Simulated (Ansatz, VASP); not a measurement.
Pd in VASP and in Ansatz

File INCAR:

```
SYSTEM = Pd
PREC = Accurate ; ENCUT = 500
EDIFF = 1E-6 ; ISMEAR = -1
SIGMA = 0.1 ; LREAL = .False.
LASPH = .True. ; NELM = 200
ALGO = Normal ; ISIF = 2
LWAVE = .False. ; LCHARG = .False.
ISPIN = 2 ; MAGMOM = 1
LORBIT = 11 ; NUPDOWN = 1.0
LMAXMIX = 4 ; GGA = LIBXC
LIBXC1 = GGA_X_PBE_SOL ; LIBXC2 = GGA_C_PBE
NBANDS = 15 ; GGA_COMPAT = .False.
```

File KPOINTS:

```
Automatic mesh
0
Gamma
  12 12 12
  0 0 0
```

POSCAR

```
Pd
1.0
    0.0183850000      1.8840310000      1.9298250000
    1.9335610000     -0.0108490000      1.9590580000
    1.9754690000      1.9551730000     -0.0527560000
Pd
1
Direct
   -0.0028580000     -0.0144920000      0.0309680000
```

The input input.yaml:

```yaml
crystal:
  lattice:
    - [0.018385, 1.884031, 1.929825]
    - [1.933561, -0.010849, 1.959058]
    - [1.975469, 1.955173, -0.052756]
  atoms:
    - { symbol: Pd, position: [-0.002858, -0.014492, 0.030968], spin: 1.0 }
kpoints:
  mp_grid: { grid: [12, 12, 12] }
scf:
  occupations: { method: fermi_dirac, width: 0.1 }
hamiltonian:
  xc: { exchange: pbesol, correlation: pbe }
  pseudopotentials: { kind: all_electron, datasets: crystal }
magnetization:
  spin_polarized: true
  initial_magnetization: 1.0
  spin_locking: { lock_magnetization: hard }
output:
  forces: true
  stress: true
  eigenvalues: true
  dos: { projected: false, de: 0.2, e_range: [-14, 8] }
  elf: true
  volumetric_format: npy
```

Change from the starting cell: cell strained at random at fixed volume.

Alike in both runs: functional pbesol exchange, pbe correlation; k mesh 12 × 12 × 12; occupations fermi-dirac, width 0.1 eV; collinear spin; fixed moment 1 μB.

```csv
,VASP,Ansatz
version,VASP 6.6.1,Ansatz 0.2.0
potentials or method,"VASP PAW PBE potentials, release 64 (Pd), cutoff 500 eV",all-electron PAW datasets made for the crystal
task,single point,density of states
```

Ansatz gave:

```
pressure (GPa)                                                : 0.2
traceless stress, the component that is largest in VASP (GPa) : 4.57
size of the moment on the site where the two differ most (μB) : 0.93
```

Q: Estimate VASP's values.

A: Pressure (GPa): -0.1; traceless stress, the component that is largest in VASP (GPa): 4.51; size of the moment on the site where the two differ most (μB): 0.97.

VASP's potentials were made for PBE, not for pbesol exchange, pbe correlation. Site moments also hang on the region over which each program counts them. Ansatz ran all-electron here, and VASP with PAW potentials.

Noted on Ansatz's run: the program warned that the printed levels may be off, so bands, gaps and densities of states are rough.
